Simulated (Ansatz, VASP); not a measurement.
# One calculation of HgTe, two programs

```
Hg Te
1.0
     4.01199    0.00000    0.00000
    -2.00600    3.47449    0.00000
     0.00000    0.00000    7.25452
Hg Te
2 2
Direct
  0.00000 0.00000 0.00000
  0.00000 0.00000 0.50000
  0.33333 0.66667 0.25000
  0.66667 0.33333 0.75000
```

Alike in both runs: task single point; functional PBE; k mesh 9 × 9 × 5; occupations fermi-dirac, width 0.05 eV; no spin polarisation.

|  | VASP | Ansatz |
| --- | --- | --- |
| version | VASP 6.6.1 | Ansatz 0.2.0 |
| potentials or method | VASP PAW PBE potentials, release 64 (Hg, Te), cutoff 520 eV | all-electron LAPW, scalar-relativistic |

VASP gave:

- pressure (GPa): 10.2

Task: Which values does Ansatz return?

Result: Pressure (GPa): 10.0.

Ansatz ran all-electron here, and VASP with PAW potentials.

Neither program's run includes spin-orbit coupling.
